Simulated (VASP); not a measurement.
Se, 3 atoms in the cell. Symmetry: P3_121, No. 152, trigonal system. The conventional cell has a = 4.082 Å, b = 4.082 Å, c = 5.169 Å, α = 90.00°, β = 90.00°, γ = 120.00°. Se (site symmetry 2) has 2 Se at 2.46 Å within 3.2 Å.  This cell differs from its parent crystal: volume scaled by 1.03.

* Program: VASP 6.6.1
* Task: relaxation of shape and atoms at fixed volume
* Functional: PBEsol
* Potentials or basis: VASP PAW PBE potentials, release 64 (Se)
* Cutoff: 600 eV
* k mesh: 12 × 12 × 8
* Occupations: gaussian, width 0.02 eV
* Spin: no spin polarisation
* Dipole correction: no
* Further INCAR settings: ALGO = Normal; EDIFF = 1e-07; IBRION = 2; EDIFFG = -0.01; NSW = 50; ISIF = 4

Potentials or basis: VASP PAW PBE potentials, release 64 (Se).

Command:

```console
$ cat potpaw_PBE.64/Se/POTCAR > POTCAR
$ mpirun -np 1 vasp_std > vasp.out
```

Hardware: 1 thread of Oxide Virtual Turin-like Processor (shared host).

Question: Estimate the wall time of this run.

Answer: Run time: 7.3 min on 1 thread of Oxide Virtual Turin-like Processor, with other jobs on the host, peak memory 0.27 GiB. Counts: scf iterations 36, k points 131, ion steps 5.
